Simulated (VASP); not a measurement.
# Pd (Im-3m) in VASP: a series of runs

Pd is run at these levels: LDA; tasks: single point.

Everything below comes from runs of VASP 6.6.1. Logs are shortened: lines on timing, memory, paths and dates and some standing lists are left out, and cuts for length are marked.

**1. The cell of the first run**

Symmetry: Im-3m, No. 229, cubic system. Conventional cell: a = 3.145 Å, b = 3.145 Å, c = 3.145 Å, α = 90.00°, β = 90.00°, γ = 90.00°. Pd (site symmetry m-3m) has 14 Pd at 2.72 to 3.14 Å within 3.6 Å.

**2. Single point, LDA**

File INCAR:

```
ALGO = Normal
EDIFF = 1E-7
ENCUT = 520
GGA = CA
ISIF = 2
ISMEAR = -1
LASPH = True
LCHARG = False
LREAL = False
LWAVE = False
NBANDS = 11
NELM = 80
PREC = Accurate
SIGMA = 0.1
```

File KPOINTS:

```
k-points
0
Gamma
  10 10 10
```

File POSCAR:

```
Pd
1.0
   -1.5722810000      1.5722810000      1.5722810000
    1.5722810000     -1.5722810000      1.5722810000
    1.5722810000      1.5722810000     -1.5722810000
Pd
1
Direct
    0.0000000000      0.0000000000      0.0000000000
```

Potentials or basis: VASP PAW LDA potentials, release 64 (Pd).

On the command line:

```bash
$ cat potpaw_LDA.64/Pd/POTCAR > POTCAR
$ mpirun -np 1 vasp_std > vasp.out
```

OUTCAR:

```text
EDIFF = 1E-7
   ENCUT = 520
   GGA = CA
   ISIF = 2
   ISMEAR = -1
   LASPH = True
   LREAL = False
   NELM = 80
   PREC = Accurate

 ion  position               nearest neighbor table
   1  0.000  0.000  0.000-

  LATTYP: Found a body centered cubic cell.
 ALAT       =     3.1445620000

  Lattice vectors:

 A1 = (  -1.5722810000,   1.5722810000,   1.5722810000)
 A2 = (   1.5722810000,  -1.5722810000,   1.5722810000)
 A3 = (   1.5722810000,   1.5722810000,  -1.5722810000)

Analysis of symmetry for initial positions (statically):
=====================================================================
 Subroutine PRICEL returns:
 Original cell was already a primitive cell.

 Routine SETGRP: Setting up the symmetry group for a
 body centered cubic supercell.

 Subroutine GETGRP returns: Found 48 space group operations
 (whereof 48 operations were pure point group operations)
 out of a pool of 48 trial point group operations.

The static configuration has the point symmetry O_h .

Analysis of symmetry for dynamics (positions and initial velocities):
=====================================================================
 Subroutine PRICEL returns:
 Original cell was already a primitive cell.

 Routine SETGRP: Setting up the symmetry group for a
 body centered cubic supercell.

 Subroutine GETGRP returns: Found 48 space group operations
 (whereof 48 operations were pure point group operations)
 out of a pool of 48 trial point group operations.

The dynamic configuration has the point symmetry O_h .

 Subroutine INISYM returns: Found 48 space group operations
 (whereof 48 operations are pure point group operations),
 and found     1 'primitive' translations

----------------------------------------------------------------------------------------

                                     Primitive cell

  volume of cell :      15.5471

  direct lattice vectors                    reciprocal lattice vectors
    -1.572281000  1.572281000  1.572281000     0.000000000  0.318009313  0.318009313
     1.572281000 -1.572281000  1.572281000     0.318009313  0.000000000  0.318009313
     1.572281000  1.572281000 -1.572281000     0.318009313  0.318009313  0.000000000

  length of vectors
     2.723270576  2.723270576  2.723270576     0.449733083  0.449733083  0.449733083

  position of ions in fractional coordinates (direct lattice)
     0.000000000  0.000000000  0.000000000

  ion indices of the primitive-cell ions
   primitive index   ion index
                 1           1

----------------------------------------------------------------------------------------

 KPOINTS: k-points

Automatic generation of k-mesh.
 Grid dimensions read from file:
 generate k-points for:   10   10   10

 Generating k-lattice:

  Cartesian coordinates                     Fractional coordinates (reciprocal lattice)
     0.000000000  0.031800931  0.031800931     0.100000000  0.000000000  0.000000000
     0.031800931  0.000000000  0.031800931     0.000000000  0.100000000  0.000000000
     0.031800931  0.031800931  0.000000000     0.000000000  0.000000000  0.100000000

  Length of vectors
     0.044973308  0.044973308  0.044973308

  Shift w.r.t. Gamma in fractional coordinates (k-lattice)
     0.000000000  0.000000000  0.000000000

 Subroutine IBZKPT returns following result:
 ===========================================

 Found     47 irreducible k-points:

 Following reciprocal coordinates:
            Coordinates               Weight
  0.000000  0.000000  0.000000      1.000000
  0.100000  0.000000  0.000000     12.000000
  0.200000  0.000000  0.000000     12.000000
  0.300000  0.000000  0.000000     12.000000
  0.400000  0.000000  0.000000     12.000000
  0.500000  0.000000  0.000000      6.000000
[... 16 lines left out ...]
  0.300000  0.300000  0.100000      8.000000
 -0.300000  0.300000  0.100000     24.000000
 [... further k-points ...]
   k-points           NKPTS =     47   k-points in BZ     NKDIM =     47   number of bands    NBANDS=     11
   number of dos      NEDOS =    301   number of ions     NIONS =      1
   total plane-waves  NPLWV =   8000
   dimension x,y,z NGX =    20 NGY =   20 NGZ =   20
   dimension x,y,z NGXF=    40 NGYF=   40 NGZF=   40
   ions per type =               1
   NGX,Y,Z   is equivalent  to a cutoff of  12.21, 12.21, 12.21 a.u.
   NGXF,Y,Z  is equivalent  to a cutoff of  24.42, 24.42, 24.42 a.u.
 SYSTEM =  unknown system
   PREC   = accura    normal or accurate (medium, high low for compatibility)
   ISTART =      0    job   : 0-new  1-cont  2-samecut
   ICHARG =      2    charge: 1-file 2-atom 10-const
   ISPIN  =      1    spin polarized calculation?
   LNONCOLLINEAR =      F non collinear calculations
   LSORBIT =      F    spin-orbit coupling
   LASPH  =      T    aspherical Exc in radial PAW
   ENCUT  =  520.0 eV  38.22 Ry    6.18 a.u.   5.06  5.06  5.06*2*pi/ulx,y,z
   NELM   =     80;   NELMIN=  2; NELMDL= -5     # of ELM steps
   EDIFF  = 0.1E-06   stopping-criterion for ELM
   LREAL  =      F    real-space projection
   EDIFFG = 0.1E-05   stopping-criterion for IOM
   NSW    =      0    number of steps for IOM
   IBRION =     -1    ionic relax: 0-MD 1-quasi-New 2-CG
   NFREE  =      0    steps in history (QN), initial steepest desc. (CG)
   ISIF   =      2    stress and relaxation
   ISYM   =      2    0-nonsym 1-usesym 2-fastsym
   POTIM  = 0.5000    time-step for ionic-motion
   TEBEG  =    0.0;   TEEND  =   0.0 temperature during run
   PSTRESS=    0.0 pullay stress
   NELECT =      10.0000    total number of electrons
   NUPDOWN=      -1.0000    fix difference up-down
   EMIN   =  10.00;   EMAX   =-10.00  energy-range for DOS
   EFERMI =   0.00;   METHOD = LEGACY
   ISMEAR =    -1;   SIGMA  =   0.10  broadening in eV -4-tet -1-fermi 0-gaus
   EFERMI_NEDOS =   21; number of points for ismear=-14 and -15
   IALGO  =     38    algorithm
   IMIX   =      4    mixing-type and parameters
     AMIX     =   0.40;   BMIX     =  1.00
     AMIX_MAG =   1.60;   BMIX_MAG =  1.00
  volume/ion in A,a.u.               =      15.55       104.92
  Fermi-wavevector in a.u.,A,eV,Ry     =   1.413160  2.670485 27.171123  1.997021
  Thomas-Fermi vector in A             =   2.534834
   LORBIT       =      0    0 simple, 1 ext, 2 COOP (PROOUT), +10 PAW based schemes
   GGA     = CA    functional components
   LHFCALC =     F    Hartree Fock is set to
   AEXX    =    0.0000 exact exchange contribution
   IVDW    =     0    specifies the selected vdW correction
   LEPSILON=     F    determine dielectric tensor
   LRPA    =     F    only Hartree local field effects (RPA)
 non-spin polarized calculation
  energy-cutoff  :      520.00
  volume of cell :       15.55
 maximum number of plane-waves:       430
   NGX = 11   NGY = 11   NGZ = 11

 number of electron      10.0000005 magnetization

 Free energy of the ion-electron system (eV)
  ---------------------------------------------------
  ext. energy  EPLUGINS =         0.00000000
  ---------------------------------------------------
  free energy    TOTEN  =        -6.39538131 eV

  energy without entropy =       -6.35063256  energy(sigma->0) =       -6.37300694

 E-fermi :   8.7188     XC(G=0): -13.1945

 val. band max:        8.7077700464   @ k =  -0.4000   0.4000   0.2000
 cond. band min:       8.7493968690   @ k =   0.4000   0.0000   0.0000
 fundamental gap:      0.0416268225
 Fermi energy:         8.7187933586

 k-point     1 :       0.0000    0.0000    0.0000
  band No.  band energies     occupation
      1       1.8867      2.00000
      2       5.9541      2.00000
      3       5.9541      2.00000
      4       5.9541      2.00000
      5       7.8494      1.99966
      6       7.8494      1.99966
      7      27.9168      0.00000
      8      27.9168      0.00000
      9      27.9168      0.00000
     10      34.9038      0.00000
     11      36.0062      0.00000

 k-point     2 :       0.1000    0.0000    0.0000
  band No.  band energies     occupation
      1       2.2484      2.00000
      2       5.8364      2.00000
      3       5.9587      2.00000
      4       6.2079      2.00000
      5       7.7206      1.99991
      6       7.8587      1.99963
      7      27.5663      0.00000
      8      27.9081      0.00000
      9      28.3374      0.00000
     10      33.5890      0.00000
     11      34.0561      0.00000

 k-point     3 :       0.2000    0.0000    0.0000
  band No.  band energies     occupation
      1       3.1736      2.00000
      2       5.5407      2.00000
      3       6.0124      2.00000
      4       6.9187      2.00000
      5       7.5466      1.99998
      6       7.8937      1.99948
      7      25.4687      0.00000
      8      27.0734      0.00000
      9      29.4497      0.00000
     10      32.1307      0.00000
     11      32.6199      0.00000

 k-point     4 :       0.3000    0.0000    0.0000
  band No.  band energies     occupation
      1       3.8786      2.00000
      2       5.1974      2.00000
      3       6.7611      2.00000
      4       7.5917      1.99997
      5       7.9171      1.99934
      6       7.9593      1.99899
      7      21.7856      0.00000
      8      25.4248      0.00000
      9      29.0450      0.00000
     10      30.8382      0.00000
     11      32.7222      0.00000
[... 239 lines left out ...]
 k-point    22 :      -0.2000    0.2000    0.1000
  band No.  band energies     occupation
      1       3.4951      2.00000
      2       5.7772      2.00000
      3       6.0421      2.00000
      4       6.8525      2.00000
      5       7.0827      2.00000
      6       8.1829      1.99063
      7      25.7055      0.00000
      8      26.9453      0.00000
      9      28.7053      0.00000
     10      30.5300      0.00000
     11      32.9156      0.00000

 k-point    23 :       0.3000    0.3000    0.1000
  band No.  band energies     occupation
      1       4.7029      2.00000
      2       5.7124      2.00000
      3       5.7124      2.00000
      4       8.0541      1.99741
      5       8.0541      1.99741
      6      16.5483      0.00000
      7      16.5483      0.00000
      8      16.8232      0.00000
      9      22.4461      0.00000
     10      34.8740      0.00000
     11      34.8742      0.00000

 k-point    24 :      -0.3000    0.3000    0.1000
  band No.  band energies     occupation
      1       4.1698      2.00000
      2       5.4584      2.00000
      3       6.3247      2.00000
      4       7.2767      2.00000
      5       7.8581      1.99963
      6       8.5272      1.74331
      7      22.0235      0.00000
      8      25.4600      0.00000
      9      27.3769      0.00000
     10      31.5859      0.00000
     11      32.6791      0.00000

 [... further k-points ...]

------------------------ aborting loop because EDIFF is reached ----------------------------------------

  FORCE on cell =-STRESS in cart. coord.  units (eV):
  Direction    XX          YY          ZZ          XY          YZ          ZX
  --------------------------------------------------------------------------------------
  -------------------------------------------------------------------------------------
  Total       -1.4285538     -1.4285538     -1.4285538      0.0000000      0.0000000     -0.0000000
  in kB     -147.2165701   -147.2165701   -147.2165701      0.0000000      0.0000000     -0.0000000
  external PRESSURE =    -147.2165701 kB  Pullay stress =       0.0000000 kB

 VOLUME and BASIS-vectors are now :
 -----------------------------------------------------------------------------
  energy-cutoff  :      520.00
  volume of cell :       15.55
      direct lattice vectors                 reciprocal lattice vectors
    -1.572281000  1.572281000  1.572281000     0.000000000  0.318009313  0.318009313
     1.572281000 -1.572281000  1.572281000     0.318009313  0.000000000  0.318009313
     1.572281000  1.572281000 -1.572281000     0.318009313  0.318009313  0.000000000

 POSITION                                       TOTAL-FORCE (eV/Angst)
 -----------------------------------------------------------------------------------
      0.00000      0.00000      0.00000         0.000000      0.000000     -0.000000
 -----------------------------------------------------------------------------------
    total drift:                                0.000000     -0.000000      0.000000

  FREE ENERGIE OF THE ION-ELECTRON SYSTEM (eV)
  ---------------------------------------------------
  free  energy   TOTEN  =        -6.3953813098 eV

  energy  without entropy=       -6.3506325620  energy(sigma->0) =       -6.37300694
```

It took 5.7 s on 1 thread of Intel Xeon Platinum 8259CL at 2.50GHz (Skylake/Cascade Lake), shared host; peak memory 0.12 GiB.

Results:

| Quantity | Value |
| --- | --- |
| Free energy | -6.3954 eV |
| Pressure | -14.7 GPa |
| Band gap on the k mesh | zero (band 5 reaches 9.27 eV, above the bottom of band 6 at 7.84 eV) |

**3. Single point, LDA**

File INCAR:

```
SYSTEM = Pd
PREC = Accurate
ENCUT = 520
EDIFF = 1E-6
ISMEAR = -1
SIGMA = 0.1
LREAL = .FALSE.
LASPH = .TRUE.
NELM = 80
ALGO = Normal
ISIF = 2
LWAVE = .FALSE.
LCHARG = .FALSE.
GGA = CA
NBANDS = 11
```

File KPOINTS:

```
Automatic mesh
0
G
  10 10 10
  0 0 0
```

POSCAR is that of step 2.

Potentials or basis: VASP PAW LDA potentials, release 64 (Pd).

On the command line:

```bash
$ cat potpaw_LDA.64/Pd/POTCAR > POTCAR
$ mpirun -np 1 vasp_std > vasp.out
```

Run time: 6.5 s. Hardware: 1 thread of Intel Xeon Platinum 8259CL at 2.50GHz (Skylake/Cascade Lake), shared host; peak memory 0.12 GiB.

Results (log left out):

```yaml
Free_energy: -6.3954 eV
Pressure: -14.7 GPa
Band_gap_on_the_k_mesh: zero (band 5 reaches 9.27 eV, above the bottom of band 6 at 7.84 eV)
```

Levels at points of the mesh, in eV from the Fermi level:
```
           k point  band 2  band 3  band 4  band 5  band 6  band 7  band 8  band 9
(0.00, 0.00, 0.00)   -2.76   -2.76   -2.76   -0.87   -0.87   19.20   19.20   19.20
(0.50, 0.00, 0.00)   -3.88   -0.95   -0.65    0.55    1.42    7.46   14.95   17.16
(0.50, 0.50, 0.50)   -4.85    0.19    0.19    0.19    8.92    8.92    8.92   16.72
```
